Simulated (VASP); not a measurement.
ZnSe (Stilleite):

```
Se Zn
1.0
     0.00000    2.77595    2.77595
     2.77595    0.00000    2.77595
     2.77595    2.77595    0.00000
Se Zn
1 1
Direct
  0.75000 0.75000 0.75000
  0.00000 0.00000 0.00000
```

Base run:

```yaml
Program: VASP 6.6.1
Functional: PBEsol
Dispersion: D3(BJ)
Potentials_or_basis: VASP PAW PBE potentials, release 64 (Se, Zn)
Cutoff: 520 eV
k_mesh: 8 × 8 × 8
Occupations: fermi-dirac, width 0.05 eV
Spin: no spin polarisation
```

Its results: band gap on the k mesh 1.42 eV, direct; pressure 1.2 GPa.

Problem. After a change of settings the same cell gave: band gap on the k mesh 1.42 eV, direct; pressure 3.5 GPa. Which change was it?
A. functional from PBEsol to PBE; dispersion from D3(BJ) to none
B. functional from PBEsol to BLYP
C. functional from PBEsol to PBE; dispersion from D3(BJ) to D4
D. dispersion from D3(BJ) to none

Solution. D.

Dispersion adds attraction, which lowers the pressure at fixed volume and, as a term added to the energy, leaves the levels alone.

Caveats: the PAW data sets were made with another functional, which shifts forces and pressure a little.
